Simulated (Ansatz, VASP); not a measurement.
CdTe: VASP beside Ansatz

POSCAR

```
CdTe
1.0
    0.0000000000      3.2575503236      3.2575503236
    3.2575503236      0.0000000000      3.2575503236
    3.2575503236      3.2575503236      0.0000000000
Cd Te
1 1
Direct
    0.0000000000      0.0000000000      0.0000000000
    0.2500000000      0.2500000000      0.2500000000
```

Contents of INCAR.step1:

```
PREC = Accurate
ENCUT = 520
ISMEAR = 0
SIGMA = 0.01
LREAL = False
LASPH = True
NELM = 80
NBANDS = 16
GGA = PE
ALGO = Normal
EDIFF = 1E-4
LWAVE = True
LCHARG = False
```

INCAR.step2

```
PREC = Accurate
ENCUT = 520
EDIFF = 1E-6
ISMEAR = 0
SIGMA = 0.01
LREAL = False
LASPH = True
NELM = 80
ALGO = Normal
ISIF = 2
LWAVE = False
LCHARG = False
METAGGA = R2SCAN
LMIXTAU = True
NBANDS = 16
ISTART = 1
```

File KPOINTS:

```
regular mesh
0
Gamma
  5 5 5
```

Input for Ansatz:

```yaml
crystal:
  lattice:
    - [0.0, 3.2575503235916057, 3.2575503235916057]
    - [3.2575503235916057, 0.0, 3.2575503235916057]
    - [3.2575503235916057, 3.2575503235916057, 0.0]
  atoms:
    - { symbol: Cd, position: [0.0, 0.0, 0.0] }
    - { symbol: Te, position: [0.25, 0.25, 0.25] }
kpoints:
  mp_grid:
    grid: [5, 5, 5]
hamiltonian:
  xc: r2scan
  pseudopotentials:
    kind: nc
scf:
  mixing:
    algorithm: anderson
    beta: 0.7
  occupations:
    method: fixed
output:
  stress: true
```

Alike in both runs: task single point; functional r2SCAN; k mesh 5 × 5 × 5; no spin polarisation.

|  | VASP | Ansatz |
| --- | --- | --- |
| version | VASP 6.6.1 | Ansatz 0.2.0 |
| potentials or method | VASP PAW PBE potentials, release 64 (Cd, Te) | plane waves, norm-conserving potentials |
| plane-wave cutoff (eV) | 520 | 1306 |
| occupations | gaussian, width 0.01 eV | fixed |
| valence electrons in the cell | 18 | 36 |

|  | VASP | Ansatz | Ansatz less VASP |
| --- | --- | --- | --- |
| pressure (GPa) | 1.0 | 0.9 | -0.13 |

VASP's potentials were made for PBE, not for r2SCAN. VASP's potentials hold 18 valence electrons a cell and Ansatz's 36, so a difference there can come from the potentials and not from the codes.

Neither program's run includes spin-orbit coupling.
